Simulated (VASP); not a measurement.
# TiSi2 (P1) in VASP: a series of runs, part 2 of 2

VASP 6.6.1. Earlier steps stand in the parts before.

## (4) Single point, PBEsol

This run uses another cell than the first one, of 14.68 Å³/atom.

INCAR reads:

```
ALGO = Normal ; EDIFF = 1E-6
ENCUT = 520 ; GGA = PS
ISIF = 2 ; ISMEAR = -1
LASPH = T ; LCHARG = T
LELF = T ; LREAL = Auto
LVHAR = T ; LWAVE = F
NBANDS = 98 ; NELM = 80
PREC = Accurate ; SIGMA = 0.17
```

KPOINTS reads:

```
k-points
0
Gamma
  3 2 2
```

POSCAR reads:

```
TiSi2
1.0
    4.8573820000      0.0000000000      0.0000000000
    0.0000000000      8.3700570000      0.0000000000
    0.0000000000      0.0000000000      8.6655880000
Ti Si
8 16
Direct
    0.4844379133      0.5089810022      0.4946000202
    0.7509189106      0.7633161877      0.7503818552
    0.0033557171     -0.0139903468      0.5007161661
    0.2372265554      0.2697472670      0.7814241803
   -0.0014411055      0.5016931187      0.0154173035
    0.2248536351      0.7302459231      0.2287669342
    0.4739384302     -0.0167860267     -0.0031273123
    0.8057015075      0.2347773737      0.2787231519
    0.5000842017      0.7966492940      0.4782710648
    0.4863936993      0.1792460912      0.5262308801
    0.2782363010      0.1051964162      0.2646906361
    0.2424762969      0.3972852276      0.2641136412
   -0.0845723066      0.3434265740      0.5601350999
   -0.0400421462      0.6389562222      0.5014431796
    0.7685827468      0.5777260537      0.2730570620
    0.6872220468      0.9235659924      0.2481885822
    0.0109729892      0.8163504741      0.0027349558
   -0.0302426286      0.1480754552      0.0023425993
    0.7530188073      0.1120900371      0.7625218277
    0.7352314477      0.4493039892      0.8075620489
    0.5490200277      0.3075845242      0.0318385781
    0.5244388850      0.6375464349      0.0088049420
    0.2438762280      0.6204617245      0.7625218277
    0.2909592039      0.9148085849      0.7224668424
```

Potentials or basis: VASP PAW PBE potentials, release 64 (Ti_sv, Si).

Run with:

```console
cat potpaw_PBE.64/Ti_sv/POTCAR potpaw_PBE.64/Si/POTCAR > POTCAR
mpirun -np 1 vasp_std > vasp.out
```

OUTCAR:

```text
EDIFF = 1E-6
   ENCUT = 520
   GGA = PS
   ISIF = 2
   ISMEAR = -1
   LASPH = T
   LREAL = Auto
   NELM = 80
   PREC = Accurate

 ion  position               nearest neighbor table
   1  0.484  0.509  0.495-   9 2.41  15 2.43  12 2.50  14 2.55  13 2.57  23 2.76  14 2.77  10 2.77
                            20 3.01
   2  0.751  0.763  0.750-  17 2.56  24 2.58  14 2.60   9 2.67  20 2.68  23 2.68  22 2.71  23 2.74
                            19 2.92  24 2.92
   3  0.003  0.986  0.501-  24 2.45  11 2.64  16 2.72  19 2.78  10 2.86   9 2.89  14 2.91   9 2.92
                            10 3.00
   4  0.237  0.270  0.781-  18 2.53  13 2.55  10 2.63  21 2.67  19 2.70  19 2.84  20 2.86  20 2.87
                            23 2.94  24 3.03
   5  0.999  0.502  0.015-  20 2.25  22 2.57  15 2.58  12 2.61  17 2.64  23 2.69  21 2.73  22 2.80
                             6 2.88  18 2.97
   6  0.225  0.730  0.229-  17 2.33  22 2.52  15 2.59   9 2.60  16 2.77  14 2.80  12 2.80   5 2.88
                            15 2.96
   7  0.474  0.983  0.997-  16 2.46  24 2.60  17 2.65  19 2.67  11 2.71  21 2.76  18 2.78  18 2.81
                            22 2.91  17 2.96
   8  0.806  0.235  0.279-  12 2.52  11 2.54  21 2.55  18 2.63  13 2.66  16 2.68  10 2.69  11 2.78
                            15 2.88
   9  0.500  0.797  0.478-   1 2.41  16 2.44  24 2.55   6 2.60  14 2.60   2 2.67  15 2.87   3 2.89
[... 15 lines left out ...]
  17  0.011  0.816  0.003-   6 2.33   2 2.56   5 2.64   7 2.65  18 2.78  16 2.79  22 2.80  23 2.88
                            24 2.90  22 2.91   7 2.96
  18  0.970  0.148  0.002-  19 2.35  21 2.45   4 2.53   8 2.63  11 2.75   7 2.78  17 2.78   7 2.81
                             5 2.97  21 3.12
  19  0.753  0.112  0.763-  18 2.35  10 2.49   7 2.67   4 2.70  13 2.73   3 2.78  24 2.81   4 2.84
                            20 2.85   2 2.92  21 3.02  24 3.11
  20  0.735  0.449  0.808-   5 2.25  21 2.45  13 2.48  22 2.56   2 2.68  23 2.81  19 2.85   4 2.86
                             4 2.87  23 2.88   1 3.01
  21  0.549  0.308  0.032-  20 2.45  18 2.45   8 2.55  12 2.61   4 2.67   5 2.73   7 2.76  22 2.77
                            11 2.94  19 3.02  18 3.12
  22  0.524  0.638  0.009-   6 2.52  23 2.54  20 2.56   5 2.57  15 2.63   2 2.71  21 2.77   5 2.80
                            17 2.80   7 2.91  17 2.91
  23  0.244  0.620  0.763-  24 2.50  22 2.54  14 2.65   2 2.68   5 2.69   2 2.74   1 2.76  20 2.81
                            17 2.88  20 2.88   4 2.94   9 3.13
  24  0.291  0.915  0.722-   3 2.45  23 2.50   9 2.55   2 2.58   7 2.60  19 2.81  17 2.90   2 2.92
                            10 2.95   4 3.03  19 3.11

  LATTYP: Found a simple orthorhombic cell.
 ALAT       =     4.8573820000
 B/A-ratio  =     1.7231621890
 C/A-ratio  =     1.7840038111

  Lattice vectors:

 A1 = (   4.8573820000,   0.0000000000,   0.0000000000)
 A2 = (   0.0000000000,   8.3700570000,   0.0000000000)
 A3 = (   0.0000000000,   0.0000000000,   8.6655880000)

Analysis of symmetry for initial positions (statically):
=====================================================================
 Subroutine PRICEL returns:
 Original cell was already a primitive cell.

 Routine SETGRP: Setting up the symmetry group for a
 simple orthorhombic supercell.

 Subroutine GETGRP returns: Found  1 space group operations
 (whereof  1 operations were pure point group operations)
 out of a pool of  8 trial point group operations.

The static configuration has the point symmetry C_1 .

Analysis of symmetry for dynamics (positions and initial velocities):
=====================================================================
 Subroutine PRICEL returns:
 Original cell was already a primitive cell.

 Routine SETGRP: Setting up the symmetry group for a
 simple orthorhombic supercell.
[... 116 lines left out ...]
   total plane-waves  NPLWV = 147456
   dimension x,y,z NGX =    36 NGY =   64 NGZ =   64
   dimension x,y,z NGXF=    72 NGYF=  128 NGZF=  128
   ions per type =               8  16
   NGX,Y,Z   is equivalent  to a cutoff of  12.32, 12.71, 12.28 a.u.
   NGXF,Y,Z  is equivalent  to a cutoff of  24.64, 25.42, 24.56 a.u.
 SYSTEM =  unknown system
   PREC   = accura    normal or accurate (medium, high low for compatibility)
   ISTART =      0    job   : 0-new  1-cont  2-samecut
   ICHARG =      2    charge: 1-file 2-atom 10-const
   ISPIN  =      1    spin polarized calculation?
   LNONCOLLINEAR =      F non collinear calculations
   LSORBIT =      F    spin-orbit coupling
   LASPH  =      T    aspherical Exc in radial PAW
   ENCUT  =  520.0 eV  38.22 Ry    6.18 a.u.   9.03 15.56 16.11*2*pi/ulx,y,z
   NELM   =     80;   NELMIN=  2; NELMDL= -5     # of ELM steps
   EDIFF  = 0.1E-05   stopping-criterion for ELM
   LREAL  =      T    real-space projection
   EDIFFG = 0.1E-04   stopping-criterion for IOM
   NSW    =      0    number of steps for IOM
   IBRION =     -1    ionic relax: 0-MD 1-quasi-New 2-CG
   NFREE  =      0    steps in history (QN), initial steepest desc. (CG)
   ISIF   =      2    stress and relaxation
   ISYM   =      2    0-nonsym 1-usesym 2-fastsym
   POTIM  = 0.5000    time-step for ionic-motion
   TEBEG  =    0.0;   TEEND  =   0.0 temperature during run
   PSTRESS=    0.0 pullay stress
   NELECT =     160.0000    total number of electrons
   NUPDOWN=      -1.0000    fix difference up-down
   EMIN   =  10.00;   EMAX   =-10.00  energy-range for DOS
   EFERMI =   0.00;   METHOD = LEGACY
   ISMEAR =    -1;   SIGMA  =   0.17  broadening in eV -4-tet -1-fermi 0-gaus
   EFERMI_NEDOS =   21; number of points for ismear=-14 and -15
   IALGO  =     38    algorithm
   IMIX   =      4    mixing-type and parameters
     AMIX     =   0.40;   BMIX     =  1.00
     AMIX_MAG =   1.60;   BMIX_MAG =  1.00
  volume/ion in A,a.u.               =      14.68        99.06
  Fermi-wavevector in a.u.,A,eV,Ry     =   1.258361  2.377958 21.544451  1.583472
  Thomas-Fermi vector in A             =   2.391974
   LORBIT       =      0    0 simple, 1 ext, 2 COOP (PROOUT), +10 PAW based schemes
   GGA     = PS    functional components
   LHFCALC =     F    Hartree Fock is set to
   AEXX    =    0.0000 exact exchange contribution
   IVDW    =     0    specifies the selected vdW correction
   LEPSILON=     F    determine dielectric tensor
   LRPA    =     F    only Hartree local field effects (RPA)
 non-spin polarized calculation
  energy-cutoff  :      520.00
  volume of cell :      352.31
 maximum number of plane-waves:      9506
   NGX = 19   NGY = 31   NGZ = 33

 number of electron     160.0000013 magnetization

 Free energy of the ion-electron system (eV)
  ---------------------------------------------------
  ext. energy  EPLUGINS =         0.00000000
  ---------------------------------------------------
  free energy    TOTEN  =      -169.41392904 eV

  energy without entropy =     -168.30491155  energy(sigma->0) =     -168.85942030

 E-fermi :   9.5765     XC(G=0): -11.5760

 val. band max:        9.5462064600   @ k =   0.3333   0.0000   0.5000
 cond. band min:       9.5830324223   @ k =   0.0000   0.5000   0.5000
 fundamental gap:      0.0368259623
 Fermi energy:         9.5764601293

 k-point     1 :       0.0000    0.0000    0.0000
  band No.  band energies     occupation
      1     -46.7826      2.00000
      2     -46.6818      2.00000
      3     -46.6610      2.00000
      4     -46.6490      2.00000
      5     -46.6420      2.00000
      6     -46.5579      2.00000
[... 749 lines left out ...]
     91      11.2838      0.00009
     92      11.4893      0.00003
 [bands above 92 left out]

------------------------ aborting loop because EDIFF is reached ----------------------------------------

  FORCE on cell =-STRESS in cart. coord.  units (eV):
  Direction    XX          YY          ZZ          XY          YZ          ZX
  --------------------------------------------------------------------------------------
  -------------------------------------------------------------------------------------
  Total       -3.7945564     -6.1299791     -5.0463199     -0.0185916      0.6518005      7.3338448
  in kB      -17.2561095    -27.8766679    -22.9486241     -0.0845470      2.9641253     33.3513628
  external PRESSURE =     -22.6938005 kB  Pullay stress =       0.0000000 kB

 VOLUME and BASIS-vectors are now :
 -----------------------------------------------------------------------------
  energy-cutoff  :      520.00
  volume of cell :      352.31
      direct lattice vectors                 reciprocal lattice vectors
     4.857382000  0.000000000  0.000000000     0.205872217  0.000000000  0.000000000
     0.000000000  8.370057000  0.000000000     0.000000000  0.119473499  0.000000000
     0.000000000  0.000000000  8.665588000     0.000000000  0.000000000  0.115398978

 POSITION                                       TOTAL-FORCE (eV/Angst)
 -----------------------------------------------------------------------------------
      2.35310      4.26020      4.28600        -0.586775     -1.990872      2.271130
      3.64750      6.38900      6.50250        -0.102124     -0.067529     -0.055555
      0.01630      8.25296      4.33900        -1.050802      0.876486     -0.267049
      1.15230      2.25780      6.77150         0.908731     -0.493127     -0.699215
      4.85038      4.19920      0.13360         1.892657     -0.217196      1.424968
      1.09220      6.11220      1.98240         1.392753      0.174631      2.996857
[... 16 lines left out ...]
      1.18460      5.19330      6.60770         0.209670     -1.034801     -0.082652
      1.41330      7.65700      6.26060        -0.541105      0.528412      0.869476
 -----------------------------------------------------------------------------------
    total drift:                                0.006630      0.003478     -0.009414

  FREE ENERGIE OF THE ION-ELECTRON SYSTEM (eV)
  ---------------------------------------------------
  free  energy   TOTEN  =      -169.4139290423 eV

  energy  without entropy=     -168.3049115518  energy(sigma->0) =     -168.85942030
```

It took 4.9 min on 1 thread of AMD EPYC 9R45 (Zen 5), shared host; peak memory 0.42 GiB.

What came out:

```yaml
Free_energy: -169.4139 eV
Pressure: -2.3 GPa
Largest_force: 3.567 eV/Å
Band_gap_on_the_k_mesh: zero (bands 80 and 81 overlap by 0.66 eV)
```

Forces in eV/Å, atoms in the order of the input:
```
Ti  -0.587 -1.991  2.271
Ti  -0.102 -0.068 -0.056
Ti  -1.051  0.876 -0.267
Ti   0.909 -0.493 -0.699
Ti   1.893 -0.217  1.425
Ti   1.393  0.175  2.997
Ti   0.565  0.735 -0.162
Ti  -2.236  0.311 -0.310
Si  -0.109  1.917  0.432
Si  -0.452 -0.368 -0.376
Si  -0.364 -0.723 -0.137
Si   0.585  0.614 -0.294
Si   1.419 -0.471 -0.785
Si   1.708  1.187  1.108
Si  -1.061 -0.456 -2.260
Si   1.619 -0.831  0.483
Si  -1.136  1.281 -1.009
Si   1.374 -0.504  0.875
Si  -0.316 -1.078 -0.750
Si  -1.590 -0.945 -3.050
Si  -1.653  0.709 -0.185
Si  -0.475  0.845 -0.037
Si   0.210 -1.035 -0.083
Si  -0.541  0.528  0.869
```

Levels at points of the mesh, in eV from the Fermi level:
```tsv
k point	band 79	band 80	band 81	band 82	band 83	band 84
(0.00, 0.00, 0.00)	-0.54	-0.39	-0.31	0.53	0.53	0.79
(0.00, 0.50, 0.00)	-0.58	-0.37	-0.27	-0.07	0.44	0.60
(0.00, 0.00, 0.50)	-0.54	-0.48	-0.39	-0.31	0.66	0.78
(0.00, 0.50, 0.50)	-0.56	-0.43	-0.27	-0.23	-0.12	0.01
```

Caveat: the k points lie up to 0.43 Å⁻¹ apart, too coarse for converged energies and pressures of a metal; the PAW data sets were made with another functional, which shifts forces and pressure a little.

## (5) Overview

| cell | gap on the mesh (eV) | pressure (GPa) | largest force (eV/Å) |
| --- | --- | --- | --- |
| a = 4.795, b = 8.262, c = 8.554 Å, 24 atoms, atomic positions A | none | 2.3 | 4.48 |
| a = 4.799, b = 8.270, c = 8.562 Å, 24 atoms, atomic positions B | none | 1.8 | 2.68 |
| a = 4.857, b = 8.370, c = 8.666 Å, 24 atoms, atomic positions C | none | -2.3 | 3.57 |

Alike in all rows: task single point; level PBEsol; potentials or basis VASP PAW PBE potentials, release 64 (Ti_sv, Si); no spin polarisation; k mesh 3 × 2 × 2; cutoff (eV) 520; smearing fermi-dirac 0.17 eV.

Caveats: all runs use coarse meshes; the PAW data sets were made with another functional, which shifts forces and pressure a little; the atoms stand as in a frame of molecular dynamics (at least some runs).

Total energies depend on the potentials used, so only differences within one code and one set of settings carry meaning.
